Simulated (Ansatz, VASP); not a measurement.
# Two plane-wave programs on Mo

```
Mo
1.0
    -1.89749    1.89725    1.31247
     1.89725   -1.89749    1.31247
     3.13009    3.13009   -1.31290
Mo
2
Direct
  0.99995 0.00005 0.00000
  0.75005 0.24995 0.50000
```

Alike in both runs: task single point; functional PBEsol; k mesh 15 × 15 × 8; occupations fermi-dirac, width 0.1 eV; no spin polarisation.

```csv
,VASP,Ansatz
version,VASP 6.6.1,Ansatz 0.2.0
potentials or method,"VASP PAW PBE potentials, release 64 (Mo_sv), cutoff 520 eV","plane waves (420 eV) with PAW, scalar-relativistic"
valence electrons in the cell,28,28
```

VASP gave:

```
pressure (GPa)                                                : 0.5
traceless stress, the component that is largest in VASP (GPa) : 0.10
```

Task: Which values does Ansatz return?

Result: Pressure (GPa): -0.1; traceless stress, the component that is largest in VASP (GPa): 0.05.

VASP's potentials were made for PBE, not for PBEsol, and Ansatz warns of the same on its side.
